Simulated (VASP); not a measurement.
# In (Im-3m) in VASP: settings compared

In is run at these levels: HSE06, PBE-based screened hybrid with 25 % exact exchange, PBEsol-based screened hybrid with 25 % exact exchange; tasks: single point.

Program: VASP 6.6.1. These are calculated values, not measurements. Logs are shortened: lines on timing, memory, paths and dates and some standing lists are left out, and cuts for length are marked.

## 1. The cell of the first run

It takes space group Im-3m (No. 229, cubic). Conventional cell: a = 3.765 Å, b = 3.765 Å, c = 3.765 Å, α = 90.00°, β = 90.00°, γ = 90.00°. Within 4.3 Å of In (site symmetry m-3m) lie 14 In at 3.26 to 3.77 Å.

This isn't the form of In at room conditions, which is tetragonal.

## 2. Single point, HSE06

Contents of POSCAR:

```
In
1.0
   -1.8825252400      1.8825252400      1.8825252400
    1.8825252400     -1.8825252400      1.8825252400
    1.8825252400      1.8825252400     -1.8825252400
In
1
Direct
    0.0000000000      0.0000000000      0.0000000000
```

Contents of INCAR.step1:

```
SYSTEM = In
  ALGO = Normal
  EDIFF = 1E-5
  ENCUT = 520
  GGA = PE
  ISIF = 2
  ISMEAR = -1
  LASPH = .TRUE.
  LREAL = .FALSE.
  LWAVE = .TRUE.
  NBANDS = 12
  NELM = 60
  PREC = Accurate
  SIGMA = 0.05
```

Contents of INCAR.step2:

```
SYSTEM = In
  ALGO = Normal
  EDIFF = 1E-7
  ENCUT = 520
  GGA = PE
  HFSCREEN = 0.2079
  ISIF = 2
  ISMEAR = -1
  ISTART = 1
  LASPH = .TRUE.
  LCHARG = .TRUE.
  LELF = .TRUE.
  LHFCALC = .TRUE.
  LREAL = .FALSE.
  LVHAR = .TRUE.
  LWAVE = .FALSE.
  NBANDS = 12
  NELM = 60
  PREC = Accurate
  PRECFOCK = Normal
  SIGMA = 0.05
```

Contents of KPOINTS:

```
k-points
0
G
  5 5 5
  0 0 0
```

Potentials or basis: VASP PAW PBE potentials, release 64 (In_d).

Run with:

```bash
cat potpaw_PBE.64/In_d/POTCAR > POTCAR
cp INCAR.step1 INCAR
mpirun -np 1 vasp_std > vasp.out
cp INCAR.step2 INCAR
mpirun -np 1 vasp_std > vasp.out
```

OUTCAR:

```text
SYSTEM = In
   EDIFF = 1E-7
   ENCUT = 520
   GGA = PE
   HFSCREEN = 0.2079
   ISIF = 2
   ISMEAR = -1
   ISTART = 1
   LASPH = .TRUE.
   LHFCALC = .TRUE.
   LREAL = .FALSE.
   NELM = 60
   PREC = Accurate
   PRECFOCK = Normal

 ion  position               nearest neighbor table
   1  0.000  0.000  0.000-

  LATTYP: Found a body centered cubic cell.
 ALAT       =     3.7650504800

  Lattice vectors:

 A1 = (  -1.8825252400,   1.8825252400,   1.8825252400)
 A2 = (   1.8825252400,  -1.8825252400,   1.8825252400)
 A3 = (   1.8825252400,   1.8825252400,  -1.8825252400)

Analysis of symmetry for initial positions (statically):
=====================================================================
 Subroutine PRICEL returns:
 Original cell was already a primitive cell.

 Routine SETGRP: Setting up the symmetry group for a
 body centered cubic supercell.

 Subroutine GETGRP returns: Found 48 space group operations
 (whereof 48 operations were pure point group operations)
 out of a pool of 48 trial point group operations.

The static configuration has the point symmetry O_h .

Analysis of symmetry for dynamics (positions and initial velocities):
=====================================================================
 Subroutine PRICEL returns:
 Original cell was already a primitive cell.

 Routine SETGRP: Setting up the symmetry group for a
 body centered cubic supercell.

 Subroutine GETGRP returns: Found 48 space group operations
 (whereof 48 operations were pure point group operations)
 out of a pool of 48 trial point group operations.

The dynamic configuration has the point symmetry O_h .

 Subroutine INISYM returns: Found 48 space group operations
 (whereof 48 operations are pure point group operations),
 and found     1 'primitive' translations

----------------------------------------------------------------------------------------

                                     Primitive cell

  volume of cell :      26.6859

  direct lattice vectors                    reciprocal lattice vectors
    -1.882525240  1.882525240  1.882525240     0.000000000  0.265600689  0.265600689
     1.882525240 -1.882525240  1.882525240     0.265600689  0.000000000  0.265600689
     1.882525240  1.882525240 -1.882525240     0.265600689  0.265600689  0.000000000

  length of vectors
     3.260629362  3.260629362  3.260629362     0.375616096  0.375616096  0.375616096

  position of ions in fractional coordinates (direct lattice)
     0.000000000  0.000000000  0.000000000

  ion indices of the primitive-cell ions
   primitive index   ion index
                 1           1

----------------------------------------------------------------------------------------

 KPOINTS: k-points

Automatic generation of k-mesh.
 Grid dimensions read from file:
 generate k-points for:    5    5    5

 Generating k-lattice:

  Cartesian coordinates                     Fractional coordinates (reciprocal lattice)
     0.000000000  0.053120138  0.053120138     0.200000000  0.000000000  0.000000000
     0.053120138  0.000000000  0.053120138     0.000000000  0.200000000  0.000000000
     0.053120138  0.053120138  0.000000000     0.000000000  0.000000000  0.200000000

  Length of vectors
     0.075123219  0.075123219  0.075123219

  Shift w.r.t. Gamma in fractional coordinates (k-lattice)
     0.000000000  0.000000000  0.000000000

 Subroutine IBZKPT returns following result:
 ===========================================

 Found     10 irreducible k-points:

 Following reciprocal coordinates:
            Coordinates               Weight
  0.000000  0.000000  0.000000      1.000000
  0.200000  0.000000  0.000000     12.000000
  0.400000  0.000000  0.000000     12.000000
  0.200000  0.200000  0.000000     24.000000
  0.400000  0.200000  0.000000     24.000000
  0.200000  0.200000  0.200000      8.000000
 -0.200000  0.200000  0.200000      6.000000
 -0.400000  0.400000  0.200000     24.000000
 -0.400000 -0.400000  0.200000      8.000000
 -0.400000  0.400000  0.400000      6.000000
   k-points           NKPTS =     10   k-points in BZ     NKDIM =    125   number of bands    NBANDS=     12
   number of dos      NEDOS =    301   number of ions     NIONS =      1
   total plane-waves  NPLWV =  13824
   dimension x,y,z NGX =    24 NGY =   24 NGZ =   24
   dimension x,y,z NGXF=    48 NGYF=   48 NGZF=   48
   ions per type =               1
   NGX,Y,Z   is equivalent  to a cutoff of  12.24, 12.24, 12.24 a.u.
   NGXF,Y,Z  is equivalent  to a cutoff of  24.47, 24.47, 24.47 a.u.
 SYSTEM =  In
   PREC   = accura    normal or accurate (medium, high low for compatibility)
   ISTART =      1    job   : 0-new  1-cont  2-samecut
   ICHARG =      0    charge: 1-file 2-atom 10-const
   ISPIN  =      1    spin polarized calculation?
   LNONCOLLINEAR =      F non collinear calculations
   LSORBIT =      F    spin-orbit coupling
   LASPH  =      T    aspherical Exc in radial PAW
   ENCUT  =  520.0 eV  38.22 Ry    6.18 a.u.   6.06  6.06  6.06*2*pi/ulx,y,z
   NELM   =     60;   NELMIN=  2; NELMDL=  0     # of ELM steps
   EDIFF  = 0.1E-06   stopping-criterion for ELM
   LREAL  =      F    real-space projection
   EDIFFG = 0.1E-05   stopping-criterion for IOM
   NSW    =      0    number of steps for IOM
   IBRION =     -1    ionic relax: 0-MD 1-quasi-New 2-CG
   NFREE  =      0    steps in history (QN), initial steepest desc. (CG)
   ISIF   =      2    stress and relaxation
   ISYM   =      3    0-nonsym 1-usesym 2-fastsym
   POTIM  = 0.5000    time-step for ionic-motion
   TEBEG  =    0.0;   TEEND  =   0.0 temperature during run
   PSTRESS=    0.0 pullay stress
   NELECT =      13.0000    total number of electrons
   NUPDOWN=      -1.0000    fix difference up-down
   EMIN   =  10.00;   EMAX   =-10.00  energy-range for DOS
   EFERMI =   0.00;   METHOD = LEGACY
   ISMEAR =    -1;   SIGMA  =   0.05  broadening in eV -4-tet -1-fermi 0-gaus
   EFERMI_NEDOS =   21; number of points for ismear=-14 and -15
   IALGO  =     38    algorithm
   IMIX   =      1    mixing-type and parameters
     AMIX     =   0.40;   BMIX     =  1.00
     AMIX_MAG =   1.60;   BMIX_MAG =  1.00
  volume/ion in A,a.u.               =      26.69       180.09
  Fermi-wavevector in a.u.,A,eV,Ry     =   1.288136  2.434225 22.576080  1.659295
  Thomas-Fermi vector in A             =   2.420108
   LORBIT       =      0    0 simple, 1 ext, 2 COOP (PROOUT), +10 PAW based schemes
   GGA     = PE    functional components
   LHFCALC =     T    Hartree Fock is set to
   PRECFOCK=normal    Normal, Fast or Accurate (Low or Medium for compatibility)
   ENCUT4O =  -1.0   cutoff for four orbital integrals eV
   NKREDX  =     1    reduce k-point grid by
   NKREDY  =     1    reduce k-point grid by
   NKREDZ  =     1    reduce k-point grid by
   AEXX    =    0.2500 exact exchange contribution
   HFSCREEN=    0.2079 screening length (either q_TF or 0.3 A-1)
   HFSCREENC=   0.2079 screening length for correlation (either q_TF or 0.3 A-1)
   ENCUTFOCK=  -1.0 apply spherical cutoff to Coloumb kernel
   IVDW    =     0    specifies the selected vdW correction
   LEPSILON=     F    determine dielectric tensor
   LRPA    =     F    only Hartree local field effects (RPA)
 non-spin polarized calculation
  energy-cutoff  :      520.00
  volume of cell :       26.69
 maximum number of plane-waves:       730
  NGX = 20; NGY = 20; NGZ = 20

 number of electron      13.0000005 magnetization

 Free energy of the ion-electron system (eV)
  ---------------------------------------------------
  ext. energy  EPLUGINS =         0.00000000
  ---------------------------------------------------
  free energy    TOTEN  =        -2.86607618 eV

  energy without entropy =       -2.85059294  energy(sigma->0) =       -2.85833456

 E-fermi :   7.2170     XC(G=0):  -8.4202

 val. band max:        6.7353572339   @ k =  -0.4000  -0.4000   0.2000
 cond. band min:       7.2394349544   @ k =  -0.4000   0.4000   0.2000
 fundamental gap:      0.5040777205
 Fermi energy:         7.2169696152

 k-point     1 :       0.0000    0.0000    0.0000
  band No.  band energies     occupation
      1      -9.4798      2.00000
      2      -9.4798      2.00000
      3      -9.4798      2.00000
      4      -9.2107      2.00000
      5      -9.2107      2.00000
      6      -3.3942      2.00000
      7      19.1911      0.00000
      8      19.1911      0.00000
      9      19.1911      0.00000
     10      20.9734      0.00000
     11      20.9734      0.00000
     12      20.9734      0.00000

 k-point     2 :       0.2000    0.0000    0.0000
  band No.  band energies     occupation
      1      -9.5175      2.00000
      2      -9.4569      2.00000
      3      -9.3329      2.00000
      4      -9.2427      2.00000
      5      -9.2129      2.00000
      6      -2.3538      2.00000
      7      13.1920      0.00000
      8      16.4211      0.00000
      9      17.2920      0.00000
     10      19.0904      0.00000
     11      19.2052      0.00000
     12      21.4764      0.00000

 k-point     3 :       0.4000    0.0000    0.0000
  band No.  band energies     occupation
      1      -9.5782      2.00000
      2      -9.5002      2.00000
      3      -9.2327      2.00000
      4      -9.2158      2.00000
      5      -9.0850      2.00000
      6       0.8432      2.00000
      7       6.2590      2.00000
      8      14.0830      0.00000
      9      15.4561      0.00000
     10      18.0185      0.00000
     11      18.1255      0.00000
     12      24.2727      0.00000
[... 76 lines left out ...]
 k-point     9 :      -0.4000   -0.4000    0.2000
  band No.  band energies     occupation
      1      -9.4454      2.00000
      2      -9.4454      2.00000
      3      -9.3690      2.00000
      4      -9.1235      2.00000
      5      -9.1235      2.00000
      6       5.0615      2.00000
      7       6.7354      1.99987
      8       6.7354      1.99987
      9      15.0666      0.00000
     10      17.0241      0.00000
     11      17.0241      0.00000
     12      21.3835      0.00000

 k-point    10 :      -0.4000    0.4000    0.4000
  band No.  band energies     occupation
      1      -9.5455      2.00000
      2      -9.5130      2.00000
      3      -9.1384      2.00000
      4      -9.1384      2.00000
      5      -9.1203      2.00000
      6       4.8789      2.00000
      7       9.2889      0.00000
      8       9.2889      0.00000
      9      10.2529      0.00000
     10      13.1446      0.00000
     11      15.8964      0.00000
     12      26.7805      0.00000

------------------------ aborting loop because EDIFF is reached ----------------------------------------

  FORCE on cell =-STRESS in cart. coord.  units (eV):
  Direction    XX          YY          ZZ          XY          YZ          ZX
  --------------------------------------------------------------------------------------
  -------------------------------------------------------------------------------------
  Total       -0.0739226     -0.0739226     -0.0739226      0.0000000     -0.0000000      0.0000000
  in kB       -4.4381833     -4.4381833     -4.4381833      0.0000000     -0.0000000      0.0000000
  external PRESSURE =      -4.4381833 kB  Pullay stress =       0.0000000 kB

 VOLUME and BASIS-vectors are now :
 -----------------------------------------------------------------------------
  energy-cutoff  :      520.00
  volume of cell :       26.69
      direct lattice vectors                 reciprocal lattice vectors
    -1.882525240  1.882525240  1.882525240     0.000000000  0.265600689  0.265600689
     1.882525240 -1.882525240  1.882525240     0.265600689  0.000000000  0.265600689
     1.882525240  1.882525240 -1.882525240     0.265600689  0.265600689  0.000000000

 POSITION                                       TOTAL-FORCE (eV/Angst)
 -----------------------------------------------------------------------------------
      0.00000      0.00000      0.00000        -0.000000      0.000000     -0.000000
 -----------------------------------------------------------------------------------
    total drift:                               -0.000003      0.000002     -0.000002

  FREE ENERGIE OF THE ION-ELECTRON SYSTEM (eV)
  ---------------------------------------------------
  free  energy   TOTEN  =        -2.8660761784 eV

  energy  without entropy=       -2.8505929375  energy(sigma->0) =       -2.85833456
```

Run time: 13 min. Hardware: 1 thread of AMD EPYC 7R43 (Zen 3), shared host; peak memory 0.21 GiB.

Results:

- Free energy: -2.8661 eV
- Pressure: -0.4 GPa
- Band gap on the k mesh: zero (an odd number of electrons rules out a gap without spin polarisation)

Caveat: the k points lie up to 0.47 Å⁻¹ apart, too coarse for converged energies and pressures of a metal; the PAW data sets were made with another functional, which shifts forces and pressure a little; spin-orbit coupling is left out, which moves the levels of the heavy elements.

[end of part 1 of 2]
